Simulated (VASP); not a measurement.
Here is a VASP 6.6.1 calculation.

Contents of INCAR:

```
SYSTEM = C8O
PREC = Accurate ; ENCUT = 520
EDIFF = 1E-6 ; ISMEAR = 0
SIGMA = 0.1 ; LREAL = .FALSE.
LASPH = .TRUE. ; NELM = 60
ALGO = Normal ; ISIF = 2
LWAVE = .FALSE. ; LCHARG = .FALSE.
LDIPOL = .TRUE. ; IDIPOL = 3
DIPOL = 0.5 0.5 0.501 ; GGA = PE
IVDW = 12 ; NBANDS = 29
```

File KPOINTS:

```
Automatic mesh
0
G
  12 12 1
  0 0 0
```

POSCAR

```
C8O
1.0
    2.4649796670      0.0000000000      0.0000000000
   -1.2324898335      2.1347350114      0.0000000000
    0.0000000000      0.0000000000     29.1076495408
C O
8 1
Direct
    0.0000000000      0.0000000000      0.2920194646
    0.6666666667      0.3333333333      0.2920194566
    0.0000000000      0.0000000000      0.4077696707
    0.3333333333      0.6666666667      0.4077696627
    0.0000000000      0.0000000000      0.5235198769
    0.6666666667      0.3333333333      0.5235198689
    0.0000000000      0.0000000000      0.6392700831
    0.3333333333      0.6666666667      0.6392700751
    0.0000000000      0.2500000000      0.7865408154
```

Potentials or basis: VASP PAW PBE potentials, release 64 (C, O).

Command:

```console
$ cat potpaw_PBE.64/C/POTCAR potpaw_PBE.64/O/POTCAR > POTCAR
$ mpirun -np 1 vasp_std > vasp.out
```

(1) Estimate the largest force.

(2) Predict the band gap on the k mesh.

(3) Estimate the dispersion energy per atom.

Results:

(1) 0.059 eV/Å.

(2) zero (band 19 reaches 0.11 eV, above the bottom of band 20 at -1.23 eV).

(3) -0.128 eV.
